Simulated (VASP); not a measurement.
# ScF3 (P4/mmm) in VASP: a series of runs, part 2 of 2

VASP 6.6.1. Earlier steps stand in the parts before.

## (3) Single point, LDA (strain -0.040 along x and y, +0.080 along z)

The input, INCAR:

```
  ALGO = Normal
  EDIFF = 1E-6
  ENCUT = 520
  ISIF = 2
  ISMEAR = 0
  LASPH = True
  LCHARG = True
  LELF = True
  LREAL = False
  LVHAR = True
  LWAVE = False
  NBANDS = 24
  NELM = 60
  PREC = Accurate
  SIGMA = 0.05
```

The input, KPOINTS:

```
k-points
0
Gamma
  6 6 6
```

The input, POSCAR:

```
ScF3
1.0
    3.8519520000      0.0000000000      0.0000000000
    0.0000000000      3.8519520000      0.0000000000
    0.0000000000      0.0000000000      4.3334460000
Sc F
1 3
Direct
    0.0000000000      0.0000000000      0.0000000000
    0.5000000000      0.0000000000      0.0000000000
    0.0000000000      0.5000000000      0.0000000000
    0.0000000000      0.0000000000      0.5000000000
```

Potentials or basis: VASP PAW LDA potentials, release 64 (Sc_sv, F).

Run with:

```console
$ cat potpaw_LDA.64/Sc_sv/POTCAR potpaw_LDA.64/F/POTCAR > POTCAR
$ mpirun -np 1 vasp_std > vasp.out
```

OUTCAR:

```text
EDIFF = 1E-6
   ENCUT = 520
   ISIF = 2
   ISMEAR = 0
   LASPH = True
   LREAL = False
   NELM = 60
   PREC = Accurate

 ion  position               nearest neighbor table
   1  0.000  0.000  0.000-   2 1.93   3 1.93   3 1.93   2 1.93   4 2.17   4 2.17
   2  0.500  0.000  0.000-   1 1.93   1 1.93
   3  0.000  0.500  0.000-   1 1.93   1 1.93
   4  0.000  0.000  0.500-   1 2.17   1 2.17

  LATTYP: Found a simple tetragonal cell.
 ALAT       =     3.8519520000
 C/A-ratio  =     1.1250000000

[... 199 lines left out ...]
      6     -23.8945      2.00000
[... 637 lines left out ...]
     23       8.5869      0.00000
     24       9.6743      0.00000

 [... further k-points ...]
[... 5 lines left out ...]
  --------------------------------------------------------------------------------------
  -------------------------------------------------------------------------------------
  Total        3.8517396      3.8517396     -6.4610237      0.0000000      0.0000000      0.0000000
  in kB       95.9781503     95.9781503   -160.9966323      0.0000000      0.0000000      0.0000000
  external PRESSURE =      10.3198894 kB  Pullay stress =       0.0000000 kB

 VOLUME and BASIS-vectors are now :
 -----------------------------------------------------------------------------
  energy-cutoff  :      520.00
  volume of cell :       64.30
      direct lattice vectors                 reciprocal lattice vectors
     3.851952000  0.000000000  0.000000000     0.259608635  0.000000000  0.000000000
     0.000000000  3.851952000  0.000000000     0.000000000  0.259608635  0.000000000
     0.000000000  0.000000000  4.333446000     0.000000000  0.000000000  0.230763231

 POSITION                                       TOTAL-FORCE (eV/Angst)
 -----------------------------------------------------------------------------------
      0.00000      0.00000      0.00000         0.000000      0.000000      0.000000
      1.92598      0.00000      0.00000         0.000000      0.000000      0.000000
      0.00000      1.92598      0.00000         0.000000      0.000000      0.000000
      0.00000      0.00000      2.16672         0.000000      0.000000      0.000000
 -----------------------------------------------------------------------------------
    total drift:                                0.000000      0.000000      0.000000

  FREE ENERGIE OF THE ION-ELECTRON SYSTEM (eV)
  ---------------------------------------------------
  free  energy   TOTEN  =       -29.1631965634 eV

  energy  without entropy=      -29.1631965634  energy(sigma->0) =      -29.16319656
```

OSZICAR:

```text
N       E                     dE             d eps       ncg     rms          rms(c)
DAV:   1     0.392253508194E+03    0.39225E+03   -0.15128E+04  1936   0.138E+03
DAV:   2    -0.810927764222E+00   -0.39306E+03   -0.37025E+03  2528   0.429E+02
DAV:   3    -0.328860656463E+02   -0.32075E+02   -0.31751E+02  2752   0.148E+02
DAV:   4    -0.336135204119E+02   -0.72745E+00   -0.72705E+00  2312   0.211E+01
DAV:   5    -0.336348443866E+02   -0.21324E-01   -0.21322E-01  2608   0.338E+00    0.175E+01
DAV:   6    -0.293348827630E+02    0.43000E+01   -0.12266E+01  2928   0.484E+01    0.807E+00
DAV:   7    -0.292278486132E+02    0.10703E+00   -0.81061E-01  2416   0.652E+00    0.462E+00
DAV:   8    -0.291711315238E+02    0.56717E-01   -0.25599E-01  2976   0.544E+00    0.808E-01
DAV:   9    -0.291641366943E+02    0.69948E-02   -0.70090E-02  2416   0.192E+00    0.431E-01
DAV:  10    -0.291634947297E+02    0.64196E-03   -0.12876E-02  2672   0.133E+00    0.157E-01
DAV:  11    -0.291633760962E+02    0.11863E-03   -0.44439E-03  2936   0.708E-01    0.112E-01
DAV:  12    -0.291631960216E+02    0.18007E-03   -0.69314E-04  2616   0.245E-01    0.302E-02
DAV:  13    -0.291631988694E+02   -0.28478E-05   -0.37232E-05  2992   0.814E-02    0.149E-02
DAV:  14    -0.291631965592E+02    0.23102E-05   -0.16134E-05  2640   0.347E-02    0.173E-03
DAV:  15    -0.291631965634E+02   -0.41719E-08   -0.23280E-07  1536   0.769E-03
   1 F= -.29163197E+02 E0= -.29163197E+02  d E =-.634535E-23
```

Wall time 30 s (1 thread of Intel Xeon 6975P-C (Granite Rapids), shared host); peak memory 0.17 GiB.

What came out:

| Item | Value |
| --- | --- |
| Free energy | -29.1632 eV |
| Pressure | 1.0 GPa |
| Band gap on the k mesh | 5.75 eV, indirect (least direct gap 5.85 eV) |

Stress tensor (GPa, compression positive):
```
  9.60   0.00   0.00
  0.00   9.60   0.00
  0.00   0.00 -16.10
```

Levels at points of the mesh, in eV from the valence-band top:
```
           k point  band 12  band 13  band 14  band 15  band 16  band 17  band 18  band 19  band 20  band 21
(0.00, 0.00, 0.00)    -1.41    -1.41    -0.66    -0.10    -0.10     5.75     5.80     5.80     6.70     7.80
(0.50, 0.00, 0.00)    -2.01    -2.01    -0.77    -0.42    -0.09     5.87     6.91     6.97     7.25     9.14
(0.50, 0.50, 0.00)    -2.25    -1.00    -0.82    -0.41    -0.41     7.03     7.03     7.74     7.76    11.27
(0.00, 0.00, 0.50)    -1.60    -1.40    -1.40    -0.40    -0.40     5.76     6.38     6.38     8.03     8.63
(0.50, 0.00, 0.50)    -1.98    -1.97    -1.88    -0.37    -0.02     6.43     6.93     7.35     8.47    10.13
(0.50, 0.50, 0.50)    -2.68    -2.16    -0.82     0.00     0.00     7.42     7.42     7.79     9.66    11.26
```

Caveat: the cell differs from its parent crystal (strain -0.040 along x and y, +0.080 along z).

## (4) Single point, LDA (strain +0.040 along x and y, -0.080 along z)

The input, INCAR:

```
SYSTEM = ScF3
PREC = Accurate ; ENCUT = 520
EDIFF = 1E-6 ; ISMEAR = 0
SIGMA = 0.05 ; LREAL = .False.
LASPH = .True. ; NELM = 80
ALGO = Normal ; ISIF = 2
LWAVE = .False. ; LCHARG = .True.
GGA = CA ; LELF = .True.
LVHAR = .True. ; NBANDS = 24
```

The input, KPOINTS:

```
Automatic mesh
0
Gamma
  6 6 6
  0 0 0
```

The input, POSCAR:

```
ScF3
1.0
    4.1729480000      0.0000000000      0.0000000000
    0.0000000000      4.1729480000      0.0000000000
    0.0000000000      0.0000000000      3.6914540000
Sc F
1 3
Direct
    0.0000000000      0.0000000000      0.0000000000
    0.5000000000      0.0000000000      0.0000000000
    0.0000000000      0.5000000000      0.0000000000
    0.0000000000      0.0000000000      0.5000000000
```

Run with:

```console
$ cat potpaw_LDA.64/Sc_sv/POTCAR potpaw_LDA.64/F/POTCAR > POTCAR
$ mpirun -np 1 vasp_std > vasp.out
```

Run time: 21 s. Hardware: 1 thread of Intel Xeon 6975P-C (Granite Rapids), shared host; peak memory 0.18 GiB.

It converged, with:

```yaml
Free_energy: -29.0253 eV
Pressure: 1.7 GPa
Band_gap_on_the_k_mesh: 5.79 eV, indirect (least direct gap 6.23 eV)
```

Stress tensor (GPa, compression positive):
```
-10.36   0.00   0.00
  0.00 -10.36   0.00
  0.00   0.00  25.86
```

Levels at points of the mesh, in eV from the valence-band top:
```tsv
k point	band 13	band 14	band 15	band 16	band 17	band 18	band 19	band 20
(0.00, 0.00, 0.00)	-0.62	-0.51	-0.51	-0.44	5.79	5.79	5.84	6.91
(0.50, 0.00, 0.00)	-1.00	-0.90	-0.81	-0.53	5.81	6.50	6.58	7.52
(0.50, 0.50, 0.00)	-2.02	-0.89	-0.89	-0.02	6.53	6.53	7.14	8.96
(0.00, 0.00, 0.50)	-1.22	-0.71	-0.48	-0.48	5.94	7.26	7.26	7.31
(0.50, 0.00, 0.50)	-0.95	-0.94	-0.80	-0.41	6.66	7.29	7.72	7.97
(0.50, 0.50, 0.50)	-1.90	-0.40	-0.40	0.00	7.23	7.76	7.76	9.71
```

Caveat: the cell differs from its parent crystal (strain +0.040 along x and y, -0.080 along z). A k mesh can miss the band edges.

## (5) The runs side by side

| cell | gap on the mesh (eV) | pressure (GPa) |
| --- | --- | --- |
| a = 3.852, b = 3.852, c = 4.173 Å, 4 atoms | 6.14 | 3.7 |
| a = 3.852, b = 3.852, c = 4.333 Å, 4 atoms | 5.75 | 1.0 |
| a = 4.173, b = 4.173, c = 3.691 Å, 4 atoms | 5.79 | 1.7 |

Alike in all rows: task single point; level LDA; potentials or basis VASP PAW LDA potentials, release 64 (Sc_sv, F); no spin polarisation; k mesh 6 × 6 × 6; cutoff (eV) 520; smearing gaussian 0.05 eV.

Absolute energies hang on the potentials; compare differences alone.
